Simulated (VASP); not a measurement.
# Ir (Fm-3m) in VASP: a series of runs, part 2 of 2

VASP 6.6.1. Earlier steps stand in the parts before.

**3. Single point, BLYP, collinear spin (16.47 Å³/atom)**

This run uses another cell than the first one, of 16.47 Å³/atom.

File INCAR:

```
PREC = Accurate ; ENCUT = 520
EDIFF = 1E-7 ; ISMEAR = -1
SIGMA = 0.05 ; LREAL = False
LASPH = True ; NELM = 150
ALGO = Normal ; ISIF = 2
LWAVE = False ; LCHARG = True
ISPIN = 2 ; MAGMOM = 1
LORBIT = 11 ; LMAXMIX = 4
GGA = B5 ; ALDAX = 1.0
AGGAX = 1.0 ; AGGAC = 1.0
ALDAC = 0.0 ; LELF = True
LVHAR = True ; NBANDS = 14
```

File KPOINTS:

```
regular mesh
0
Gamma
  22 22 22
```

File POSCAR:

```
Ir
1.0
    0.0000000000      2.0195486683      2.0195486683
    2.0195486683      0.0000000000      2.0195486683
    2.0195486683      2.0195486683      0.0000000000
Ir
1
Direct
    0.0000000000      0.0000000000      0.0000000000
```

Potentials or basis: VASP PAW PBE potentials, release 64 (Ir).

Command:

```bash
$ cat potpaw_PBE.64/Ir/POTCAR > POTCAR
$ mpirun -np 1 vasp_std > vasp.out
```

Wall time 58 s (1 thread of Intel Xeon 6975P-C (Granite Rapids), shared host); peak memory 0.24 GiB.

Results (log left out):

* Free energy: -7.3854 eV
* Pressure: -16.8 GPa
* Net moment: 0.00 μB per cell
* Valence electrons inside the program's atomic spheres: Ir 8.02

Levels at points of the mesh, in eV from the Fermi level:
Spin up:
```
           k point  band 2  band 3  band 4  band 5  band 6  band 7
(0.00, 0.00, 0.00)   -3.06   -3.06   -3.06   -0.96   -0.96   14.88
(0.50, 0.00, 0.00)   -3.12   -3.12   -0.01    0.68    0.68    5.90
(0.50, 0.50, 0.00)   -5.77    0.64    1.12    1.12    2.06    8.64
```
Spin down:
| k point | band 1 | band 2 | band 3 | band 4 | band 5 | band 6 | band 7 | band 8 |
| --- | --- | --- | --- | --- | --- | --- | --- | --- |
| (0.00, 0.00, 0.00) | -9.35 | -3.06 | -3.06 | -3.06 | -0.96 | -0.96 | 14.88 | 19.44 |
| (0.50, 0.00, 0.00) | -6.52 | -3.12 | -3.12 | -0.01 | 0.68 | 0.68 | 5.90 | 14.43 |
| (0.50, 0.50, 0.00) | -6.21 | -5.77 | 0.64 | 1.12 | 1.12 | 2.06 | 8.64 | 11.20 |

Caveat: the cell stands under tension; the PAW data sets were made with another functional, which shifts forces and pressure a little; spin-orbit coupling is left out, which moves the levels of the heavy elements.

**4. Single point, BLYP, collinear spin (17.08 Å³/atom)**

This run uses another cell than the first one, of 17.08 Å³/atom.

File INCAR:

```
SYSTEM = Ir
PREC = Accurate
ENCUT = 520
EDIFF = 1E-6
ISMEAR = -1
SIGMA = 0.05
LREAL = .False.
LASPH = .True.
NELM = 150
ALGO = Normal
ISIF = 2
LWAVE = .False.
LCHARG = .False.
ISPIN = 2
MAGMOM = 1
LORBIT = 11
LMAXMIX = 4
GGA = B5
ALDAX = 1.0
AGGAX = 1.0
AGGAC = 1.0
ALDAC = 0.0
NBANDS = 14
```

File KPOINTS:

```
regular mesh
0
Gamma
  22 22 22
  0 0 0
```

File POSCAR:

```
Ir
1.0
    0.0000000000      2.0441797381      2.0441797381
    2.0441797381      0.0000000000      2.0441797381
    2.0441797381      2.0441797381      0.0000000000
Ir
1
Direct
    0.0000000000      0.0000000000      0.0000000000
```

Potentials or basis: VASP PAW PBE potentials, release 64 (Ir).

Command:

```bash
$ cat potpaw_PBE.64/Ir/POTCAR > POTCAR
$ mpirun -np 1 vasp_std > vasp.out
```

OUTCAR:

```text
SYSTEM = Ir
   PREC = Accurate
   ENCUT = 520
   EDIFF = 1E-6
   ISMEAR = -1
   LREAL = .False.
   LASPH = .True.
   NELM = 150
   ISIF = 2
   ISPIN = 2
   LORBIT = 11
   GGA = B5

 ion  position               nearest neighbor table
   1  0.000  0.000  0.000-

  LATTYP: Found a face centered cubic cell.
 ALAT       =     4.0883594762

  Lattice vectors:

 A1 = (   0.0000000000,   2.0441797381,   2.0441797381)
 A2 = (   2.0441797381,   0.0000000000,   2.0441797381)
[... 1026 lines left out ...]
  -------------------------------------------------------------------------------------
  Total       -2.4801498     -2.4801498     -2.4801498      0.0000000     -0.0000000      0.0000000
  in kB     -232.5954711   -232.5954711   -232.5954711      0.0000000     -0.0000000      0.0000000
  external PRESSURE =    -232.5954711 kB  Pullay stress =       0.0000000 kB

 VOLUME and BASIS-vectors are now :
 -----------------------------------------------------------------------------
  energy-cutoff  :      520.00
  volume of cell :       17.08
      direct lattice vectors                 reciprocal lattice vectors
     0.000000000  2.044179738  2.044179738    -0.244596887  0.244596887  0.244596887
     2.044179738  0.000000000  2.044179738     0.244596887 -0.244596887  0.244596887
     2.044179738  2.044179738  0.000000000     0.244596887  0.244596887 -0.244596887

 POSITION                                       TOTAL-FORCE (eV/Angst)
 -----------------------------------------------------------------------------------
      0.00000      0.00000      0.00000         0.000000      0.000000      0.000000
 -----------------------------------------------------------------------------------
    total drift:                               -0.000000      0.000000      0.000000

  FREE ENERGIE OF THE ION-ELECTRON SYSTEM (eV)
  ---------------------------------------------------
  free  energy   TOTEN  =        -7.3089914361 eV

  energy  without entropy=       -7.2970044486  energy(sigma->0) =       -7.30299794

 total charge

# of ion       s       p       d       tot
------------------------------------------
    1        0.580   0.491   6.866   7.937

 magnetization (x)

# of ion       s       p       d       tot
------------------------------------------
    1        0.000   0.000  -0.001  -0.001
```

OSZICAR:

```text
N       E                     dE             d eps       ncg     rms          rms(c)
DAV:   1     0.505370991031E+02    0.50537E+02   -0.42808E+03 18416   0.608E+02
DAV:   2    -0.654561823746E+01   -0.57083E+02   -0.52544E+02 20750   0.158E+02
DAV:   3    -0.779888495742E+01   -0.12533E+01   -0.12478E+01 24052   0.257E+01
DAV:   4    -0.780966336767E+01   -0.10778E-01   -0.10777E-01 23334   0.229E+00
DAV:   5    -0.780987509748E+01   -0.21173E-03   -0.21173E-03 24492   0.311E-01    0.965E+00
DAV:   6    -0.736098542553E+01    0.44889E+00   -0.10259E+00 25724   0.924E+00    0.318E+00
DAV:   7    -0.731278641546E+01    0.48199E-01   -0.17738E-01 28176   0.320E+00    0.153E+00
DAV:   8    -0.731088016239E+01    0.19063E-02   -0.25073E-03 22258   0.376E-01    0.867E-01
DAV:   9    -0.730890561380E+01    0.19745E-02   -0.12417E-03 23888   0.341E-01    0.109E-01
DAV:  10    -0.730899200890E+01   -0.86395E-04   -0.96938E-05 24440   0.610E-02    0.462E-02
DAV:  11    -0.730899143609E+01    0.57281E-06   -0.19806E-06 23780   0.109E-02
   1 F= -.73089914E+01 E0= -.73029979E+01  d E =-.119870E-01  mag=    -0.0009
```

It took 43 s on 1 thread of Intel Xeon 6975P-C (Granite Rapids), shared host; peak memory 0.24 GiB.

What came out:

```yaml
Free_energy: -7.3090 eV
Pressure: -23.3 GPa
Net_moment: 0.00 μB per cell
Valence_electrons_inside_the_program's_atomic_spheres: Ir 7.94
```

Levels at points of the mesh, in eV from the Fermi level:
Spin up:
| k point | band 1 | band 2 | band 3 | band 4 | band 5 | band 6 | band 7 | band 8 |
| --- | --- | --- | --- | --- | --- | --- | --- | --- |
| (0.00, 0.00, 0.00) | -9.01 | -2.89 | -2.89 | -2.89 | -0.91 | -0.91 | 14.90 | 19.25 |
| (0.50, 0.00, 0.00) | -6.21 | -2.94 | -2.94 | 0.09 | 0.63 | 0.63 | 5.60 | 14.44 |
| (0.50, 0.50, 0.00) | -5.88 | -5.46 | 0.59 | 1.05 | 1.05 | 2.08 | 8.23 | 11.03 |
Spin down:
```tsv
k point	band 2	band 3	band 4	band 5	band 6	band 7
(0.00, 0.00, 0.00)	-2.89	-2.89	-2.89	-0.91	-0.91	14.90
(0.50, 0.00, 0.00)	-2.94	-2.94	0.09	0.63	0.63	5.60
(0.50, 0.50, 0.00)	-5.46	0.59	1.05	1.05	2.08	8.23
```

Caveat: the cell stands under tension; the PAW data sets were made with another functional, which shifts forces and pressure a little; spin-orbit coupling is left out, which moves the levels of the heavy elements.

**5. Single point, BLYP, non-collinear spin, typed start, spin-orbit coupling**

This run uses another cell than the first one, of 15.25 Å³/atom.

File INCAR:

```
PREC = Accurate ; ENCUT = 520
EDIFF = 1E-6 ; ISMEAR = -1
SIGMA = 0.05 ; LREAL = F
LASPH = T ; NELM = 150
ALGO = Normal ; ISIF = 2
LWAVE = F ; LCHARG = F
MAGMOM = 0 0 1 ; LORBIT = 11
LSORBIT = T ; GGA_COMPAT = F
LORBMOM = T ; LMAXMIX = 4
GGA = B5 ; ALDAX = 1.0
AGGAX = 1.0 ; AGGAC = 1.0
ALDAC = 0.0 ; NBANDS = 20
```

File KPOINTS:

```
regular mesh
0
Gamma
  14 14 14
```

File POSCAR:

```
Ir
1.0
    0.0000000000      1.9683987098      1.9683987098
    1.9683987098      0.0000000000      1.9683987098
    1.9683987098      1.9683987098      0.0000000000
Ir
1
Direct
    0.0000000000      0.0000000000      0.0000000000
```

Potentials or basis: VASP PAW PBE potentials, release 64 (Ir).

Command:

```bash
$ cat potpaw_PBE.64/Ir/POTCAR > POTCAR
$ mpirun -np 1 vasp_ncl > vasp.out
```

OUTCAR:

```text
PREC = Accurate
   ENCUT = 520
   EDIFF = 1E-6
   ISMEAR = -1
   LREAL = F
   LASPH = T
   NELM = 150
   ISIF = 2
   LORBIT = 11
   LSORBIT = T
   GGA = B5

 ion  position               nearest neighbor table
   1  0.000  0.000  0.000-

  LATTYP: Found a face centered cubic cell.
 ALAT       =     3.9367974196

  Lattice vectors:

 A1 = (   0.0000000000,   1.9683987098,   1.9683987098)
 A2 = (   1.9683987098,   0.0000000000,   1.9683987098)
 A3 = (   1.9683987098,   1.9683987098,   0.0000000000)

Analysis of symmetry for initial positions (statically):
=====================================================================
 Subroutine PRICEL returns:
 Original cell was already a primitive cell.

 Routine SETGRP: Setting up the symmetry group for a
[... 797 lines left out ...]
            0.000   0.000   0.000

 Spin-Orbit-Coupling matrix elements

 Ion:    1  E_soc:     -0.7800879
 l=   1
     0.0000000    -0.0346207    -0.0346207
    -0.0346207     0.0000000    -0.0346207
    -0.0346207    -0.0346207     0.0000000
 l=   2
     0.0000000    -0.0162614     0.0000000    -0.0162614    -0.0791326
    -0.0162614     0.0000000    -0.0593495    -0.0162614    -0.0197832
     0.0000000    -0.0593495     0.0000000    -0.0593495     0.0000000
    -0.0162614    -0.0162614    -0.0593495     0.0000000    -0.0197832
    -0.0791326    -0.0197832     0.0000000    -0.0197832     0.0000000
 l=   3
     0.0000000     0.0000000     0.0000000     0.0000000     0.0000000     0.0000000     0.0000000
     0.0000000     0.0000000     0.0000000     0.0000000     0.0000000     0.0000000     0.0000000
     0.0000000     0.0000000     0.0000000     0.0000000     0.0000000     0.0000000     0.0000000
     0.0000000     0.0000000     0.0000000     0.0000000     0.0000000     0.0000000     0.0000000
     0.0000000     0.0000000     0.0000000     0.0000000     0.0000000     0.0000000     0.0000000
     0.0000000     0.0000000     0.0000000     0.0000000     0.0000000     0.0000000     0.0000000
     0.0000000     0.0000000     0.0000000     0.0000000     0.0000000     0.0000000     0.0000000

 total charge

# of ion       s       p       d       tot
------------------------------------------
    1        0.634   0.631   6.960   8.225

 magnetization (x)

# of ion       s       p       d       tot
------------------------------------------
    1        0.000   0.000   0.000   0.000

 magnetization (y)

# of ion       s       p       d       tot
------------------------------------------
    1        0.000   0.000   0.000   0.000

 magnetization (z)

# of ion       s       p       d       tot
------------------------------------------
    1       -0.000  -0.000   0.000   0.000
```

Wall time 95 s (1 thread of Intel Xeon 6975P-C (Granite Rapids), shared host); peak memory 0.32 GiB.

What came out:

```yaml
Free_energy: -7.8318 eV
Pressure: 3.6 GPa
Net_moment: 0.00 μB per cell
Valence_electrons_inside_the_program's_atomic_spheres: Ir 8.22
```

Moments on the atoms (μB; x, y, z):
```
Ir  0.00 0.00 0.00
```

Caveat: the cell stands under pressure; the PAW data sets were made with another functional, which shifts forces and pressure a little.

**6. Summary**

| spin | cell | k mesh | gap on the mesh (eV) | pressure (GPa) | moment (μB) |
| --- | --- | --- | --- | --- | --- |
| collinear | a = 2.820 Å, angles 60.0°, 1 atom | 22 × 22 × 22 | none | -8.5 | 0.00 |
| collinear | a = 2.856 Å, angles 60.0°, 1 atom | 22 × 22 × 22 | none | -16.8 | 0.00 |
| collinear | a = 2.891 Å, angles 60.0°, 1 atom | 22 × 22 × 22 | none | -23.3 | 0.00 |
| non-collinear, typed start, SOC | a = 2.784 Å, angles 60.0°, 1 atom | 14 × 14 × 14 | - | 3.6 | 0.00 |

Alike in all rows: task single point; level BLYP; potentials or basis VASP PAW PBE potentials, release 64 (Ir); cutoff (eV) 520; smearing fermi-dirac 0.05 eV.

Caveats: the PAW data sets were made with another functional, which shifts forces and pressure a little; the cell stands under tension (at least some runs); spin-orbit coupling is left out, which moves the levels of the heavy elements (at least some runs); the cell stands under pressure (at least some runs).

Absolute energies hang on the potentials; compare differences alone.
